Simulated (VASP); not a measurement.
Runs of VASP 6.6.1 on TePd (zincblende type). The structure is that of space group F-43m (No. 216), or close to it. The cells are those of the table. 

| task | cell | k mesh for the DOS | occupations for the DOS | gap on the mesh (eV) | pressure (GPa) |
| --- | --- | --- | --- | --- | --- |
| single point | a = 3.516 Å, angles 60.0°, 2 atoms | - | - | none | 157.8 |
| single point | a = 3.309 Å, angles 60.0°, 2 atoms | - | - | none | 325.3 |
| single point | a = 3.870 Å, angles 60.0°, 2 atoms | - | - | none | 34.5 |
| single point | a = 3.701 Å, angles 60.0°, 2 atoms | - | - | none | (a) |

Alike in all rows: level LDA; potentials or basis VASP PAW LDA potentials, release 64 (Pd, Te); no spin polarisation; k mesh 12 × 12 × 12; cutoff (eV) 520; smearing fermi-dirac 0.1 eV.

Question: Estimate the missing entries.

Answer: (a) 76.4.

Caveats: spin-orbit coupling is left out, which moves the levels of the heavy elements.

A k mesh can miss the band edges, and the runs leave out spin-orbit coupling on Pd, Te.

A gap of «none» marks levels without a gap at the run's occupations.
